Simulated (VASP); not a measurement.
Wanted: the native input for a VASP 6.6.1 run.

| Property | Result |
| --- | --- |
| Task | single point |
| Functional | PBEsol |
| Potentials or basis | VASP PAW PBE potentials, release 64 (Sn_d) |
| Cutoff | 520 eV |
| k mesh | 11 × 11 × 11 |
| Occupations | fermi-dirac, width 0.1 eV |
| Spin | no spin polarisation |
| Dipole correction | no |
| Further INCAR settings | ALGO = Normal; EDIFF = 1e-06; NBANDS = 13 |

The structure of Sn lies in POSCAR:

```
Sn
1.0
   -1.8559747801      1.8559747801      1.8559747801
    1.8559747801     -1.8559747801      1.8559747801
    1.8559747801      1.8559747801     -1.8559747801
Sn
1
Direct
    0.0000000000      0.0000000000      0.0000000000
```

One way to write it, as run:

INCAR

```
  PREC = Accurate
  ENCUT = 520
  EDIFF = 1E-6
  ISMEAR = -1
  SIGMA = 0.1
  LREAL = F
  LASPH = T
  NELM = 60
  ALGO = Normal
  ISIF = 2
  LWAVE = F
  LCHARG = F
  GGA = PS
  NBANDS = 13
```

KPOINTS

```
regular mesh
0
Gamma
  11 11 11
```

Potentials or basis: VASP PAW PBE potentials, release 64 (Sn_d).

Command:

```sh
$ cat potpaw_PBE.64/Sn_d/POTCAR > POTCAR
$ mpirun -np 1 vasp_std > vasp.out
```

Results of the run:

- Pressure: 1.6 GPa
- Band gap on the k mesh: zero (band 7 reaches 17.22 eV, above the bottom of band 8 at 6.10 eV)

Caveat: the PAW data sets were made with another functional, which shifts forces and pressure a little; spin-orbit coupling is left out, which moves the levels of the heavy elements.

Wall time 7.3 s on 1 thread of Intel(R) Xeon(R) Platinum 8259CL CPU @ 2.50GHz (Skylake/Cascade Lake) (shared host), peak memory 0.14 GiB.
